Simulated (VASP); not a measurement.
Write the native input for VASP 6.6.1 that does the following.

* Task: single point
* Functional: r2SCAN
* Potentials or basis: VASP PAW PBE potentials, release 64 (Al, Pt)
* Cutoff: 520 eV
* k mesh: 8 × 8 × 8
* Occupations: gaussian, width 0.05 eV
* Spin: no spin polarisation
* Dipole correction: no
* Further INCAR settings: ALGO = Normal; EDIFF = 1e-06; NBANDS = 36

Crystal: AlPt.

```
Al Pt
1.0
     4.91051    0.00000    0.00000
     0.00000    4.91051    0.00000
     0.00000    0.00000    4.91051
Al Pt
4 4
Direct
  0.84393 0.84393 0.84393
  0.65607 0.15607 0.34393
  0.34393 0.65607 0.15607
  0.15607 0.34393 0.65607
  0.15497 0.15497 0.15497
  0.34503 0.84503 0.65497
  0.65497 0.34503 0.84503
  0.84503 0.65497 0.34503
```

The input as run:

POSCAR

```
AlPt
1.0
    4.9105096930      0.0000000000      0.0000000000
    0.0000000000      4.9105096930      0.0000000000
    0.0000000000      0.0000000000      4.9105096930
Al Pt
4 4
Direct
    0.8439342699      0.8439342699      0.8439342699
    0.6560657301      0.1560657301      0.3439342699
    0.3439342699      0.6560657301      0.1560657301
    0.1560657301      0.3439342699      0.6560657301
    0.1549650762      0.1549650762      0.1549650762
    0.3450349238      0.8450349238      0.6549650762
    0.6549650762      0.3450349238      0.8450349238
    0.8450349238      0.6549650762      0.3450349238
```

INCAR.step1

```
SYSTEM = AlPt
PREC = Accurate ; ENCUT = 520
ISMEAR = 0 ; SIGMA = 0.05
LREAL = .FALSE. ; LASPH = .TRUE.
NELM = 80 ; NBANDS = 36
GGA = PE ; ALGO = Normal
EDIFF = 1E-4 ; LWAVE = .TRUE.
LCHARG = .FALSE.
```

INCAR.step2

```
SYSTEM = AlPt
PREC = Accurate ; ENCUT = 520
EDIFF = 1E-6 ; ISMEAR = 0
SIGMA = 0.05 ; LREAL = .FALSE.
LASPH = .TRUE. ; NELM = 80
ALGO = Normal ; ISIF = 2
LWAVE = .FALSE. ; LCHARG = .FALSE.
METAGGA = R2SCAN ; LMIXTAU = .TRUE.
NBANDS = 36 ; ISTART = 1
```

KPOINTS

```
Automatic mesh
0
G
  8 8 8
  0 0 0
```

Potentials or basis: VASP PAW PBE potentials, release 64 (Al, Pt).

The run is started by

```console
$ cat potpaw_PBE.64/Al/POTCAR potpaw_PBE.64/Pt/POTCAR > POTCAR
$ cp INCAR.step1 INCAR
$ mpirun -np 1 vasp_std > vasp.out
$ cp INCAR.step2 INCAR
$ mpirun -np 1 vasp_std > vasp.out
```

Results of the run:

```json
{
 "Pressure": "-4.0 GPa",
 "Largest force": "0.005 eV/Å",
 "Band gap on the k mesh": "zero (bands 26 and 27 overlap by 1.21 eV)"
}
```

Caveat: the cell stands under tension; the PAW data sets were made with another functional, which shifts forces and pressure a little; spin-orbit coupling is left out, which moves the levels of the heavy elements.

It took 20 min on 1 thread of Intel Xeon 8259CL, on a shared host, peak memory 0.35 GiB.
